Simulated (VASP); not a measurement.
A run of VASP 6.6.1 is set up as follows.

Contents of POSCAR:

```
Se
1.0
    4.5932566246      0.0000000000      0.0000000000
   -2.2966283123      3.9778769230      0.0000000000
    0.0000000000      0.0000000000      4.9611189501
Se
3
Direct
    0.2133941745      0.0000000000      0.3333333333
    0.0000000000      0.2133941745      0.6666666667
    0.7866058255      0.7866058255      0.0000000000
```

Contents of INCAR.step1:

```
PREC     = Accurate       # precision mode
ENCUT    = 550            # plane-wave cutoff, eV
ISMEAR   = 0              # smearing method
SIGMA    = 0.01           # smearing width, eV
LREAL    = F              # projectors in reciprocal space
LASPH    = T              # aspherical terms in the spheres
NELM     = 120            # most SCF steps
NBANDS   = 16             # bands
GGA      = PE             # functional
ALGO     = Normal         # electronic algorithm
EDIFF    = 1E-5           # SCF threshold, eV
LWAVE    = T              # write WAVECAR
LCHARG   = F              # write CHGCAR
GGA_COMPAT= F
```

INCAR.step2

```
PREC     = Accurate       # precision mode
ENCUT    = 550            # plane-wave cutoff, eV
EDIFF    = 1E-6           # SCF threshold, eV
ISMEAR   = 0              # smearing method
SIGMA    = 0.01           # smearing width, eV
LREAL    = F              # projectors in reciprocal space
LASPH    = T              # aspherical terms in the spheres
NELM     = 120            # most SCF steps
ALGO     = Normal         # electronic algorithm
ISIF     = 2              # what is computed and relaxed
LWAVE    = F              # write WAVECAR
LCHARG   = F              # write CHGCAR
METAGGA  = R2SCAN         # meta-GGA
LMIXTAU  = T            
NBANDS   = 16             # bands
ISTART   = 1            
GGA_COMPAT= F
```

File KPOINTS:

```
regular mesh
0
Gamma
  6 6 4
```

Potentials or basis: VASP PAW PBE potentials, release 64 (Se).

Launch:

```console
$ cat potpaw_PBE.64/Se/POTCAR > POTCAR
$ cp INCAR.step1 INCAR
$ mpirun -np 1 vasp_std > vasp.out
$ cp INCAR.step2 INCAR
$ mpirun -np 1 vasp_std > vasp.out
```

What does it give for the pressure?

-0.2 GPa.

Predict the band gap on the k mesh.

1.44 eV (least direct gap 1.73 eV).

Stress tensor (GPa, compression positive):
```
-0.26  0.00  0.00
 0.00 -0.26  0.00
 0.00  0.00 -0.05
```

Caveat: the cell differs from its parent crystal (in-plane strain +0.02, then relaxed in part); the PAW data sets were made with another functional, which shifts forces and pressure a little. A k mesh can miss the band edges.
